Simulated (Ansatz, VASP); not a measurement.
## CdTe: VASP beside Ansatz

Contents of INCAR:

```
PREC     = Accurate       # precision mode
ENCUT    = 520            # plane-wave cutoff, eV
EDIFF    = 1E-6           # SCF threshold, eV
ISMEAR   = 0              # smearing method
SIGMA    = 0.1            # smearing width, eV
LREAL    = F              # projectors in reciprocal space
LASPH    = T              # aspherical terms in the spheres
NELM     = 80             # most SCF steps
ALGO     = Normal         # electronic algorithm
ISIF     = 2              # what is computed and relaxed
LWAVE    = F              # write WAVECAR
LCHARG   = T              # write CHGCAR
GGA      = PE             # functional
LELF     = T              # ELF
LVHAR    = T            
NBANDS   = 46             # bands
```

The input KPOINTS:

```
Automatic mesh
0
Gamma
  4 4 2
```

Contents of POSCAR:

```
CdTe
1.0
    5.0999779800      0.0000000000      0.0000000000
    0.0000000000      5.0999779800      0.0000000000
    0.0000000000      0.0000000000     10.1719465800
Cd Te
4 4
Direct
    0.1113820100      0.5000000000      0.2500000000
    0.5000000000      0.8886179900      0.5000000000
    0.5000000000      0.1113820100      0.0000000000
    0.8886179900      0.5000000000      0.7500000000
    0.0000000000      0.6113820100      0.5000000000
    0.3886179900      0.0000000000      0.2500000000
    0.6113820100      0.0000000000      0.7500000000
    0.0000000000      0.3886179900      0.0000000000
```

Input for Ansatz:

```yaml
crystal:
  lattice:
    - [5.09997798, 0.0, 0.0]
    - [0.0, 5.09997798, 0.0]
    - [0.0, 0.0, 10.17194658]
  atoms:
    - { symbol: Cd, position: [0.11138201, 0.5, 0.25] }
    - { symbol: Cd, position: [0.5, 0.88861799, 0.5] }
    - { symbol: Cd, position: [0.5, 0.11138201, 0.0] }
    - { symbol: Cd, position: [0.88861799, 0.5, 0.75] }
    - { symbol: Te, position: [0.0, 0.61138201, 0.5] }
    - { symbol: Te, position: [0.38861799, 0.0, 0.25] }
    - { symbol: Te, position: [0.61138201, 0.0, 0.75] }
    - { symbol: Te, position: [0.0, 0.38861799, 0.0] }
basis:
  ecutwfc: 420
kpoints:
  mp_grid: { grid: [4, 4, 2] }
hamiltonian:
  xc: pbe
scf:
  occupations: { method: gaussian, width: 0.1 }
  lower_state_search: "off"
output:
  forces: true
  stress: true
  eigenvalues: true
```

Alike in both runs: task single point; functional PBE; k mesh 4 × 4 × 2; occupations gaussian, width 0.1 eV; no spin polarisation.

|  | VASP | Ansatz |
| --- | --- | --- |
| version | VASP 6.6.1 | Ansatz 0.2.0 |
| potentials or method | VASP PAW PBE potentials, release 64 (Cd, Te), cutoff 520 eV | scalar-relativistic, plane waves, PAW |
| valence electrons in the cell | 72 | 144 |

Ansatz gave:

```
gap on the k mesh at the Fermi level (eV)                     : 0.48
least direct gap on the mesh (eV)                             : 0.66
pressure (GPa)                                                : 6.1
traceless stress, the component that is largest in VASP (GPa) : 6.79
rms of the force components (eV/Å)                            : 0.114
```

Task: Estimate VASP's values.

Result: gap on the k mesh at the Fermi level (eV): 0.47; least direct gap on the mesh (eV): 0.65; pressure (GPa): 6.3; traceless stress, the component that is largest in VASP (GPa): 6.97; rms of the force components (eV/Å): 0.116.

Atom by atom the forces differ by 0.002 eV/Å (rms over components). VASP's potentials hold 72 valence electrons a cell and Ansatz's 144, so a difference there can come from the potentials and not from the codes.

Spin-orbit coupling is off throughout.
